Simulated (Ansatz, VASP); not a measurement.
## RbBr: VASP beside Ansatz

```
Rb Br
1.0
     4.12608    0.00000    0.00000
     0.00000    4.12608    0.00000
     0.00000    0.00000    4.12608
Rb Br
1 1
Direct
  0.00000 0.00000 0.00000
  0.50000 0.50000 0.50000
```

Alike in both runs: task single point; functional PBE; k mesh 1 × 1 × 1; occupations gaussian, width 0.1 eV; no spin polarisation.

|  | VASP | Ansatz |
| --- | --- | --- |
| version | VASP 6.6.1 | Ansatz 0.2.0 |
| potentials or method | VASP PAW PBE potentials, release 64 (Rb_sv, Br), cutoff 500 eV | scalar-relativistic, plane waves, PAW |
| valence electrons in the cell | 16 | 16 |

VASP gave:

* gap on the k mesh at the Fermi level (eV): 3.66
* least direct gap on the mesh (eV): 3.66
* pressure (GPa): 17.9

Task: What did Ansatz give for the same quantities?

Result: gap on the k mesh at the Fermi level (eV): 3.66; least direct gap on the mesh (eV): 3.66; pressure (GPa): 17.8.

The k mesh is coarse, so the values compare programs but aren't converged.
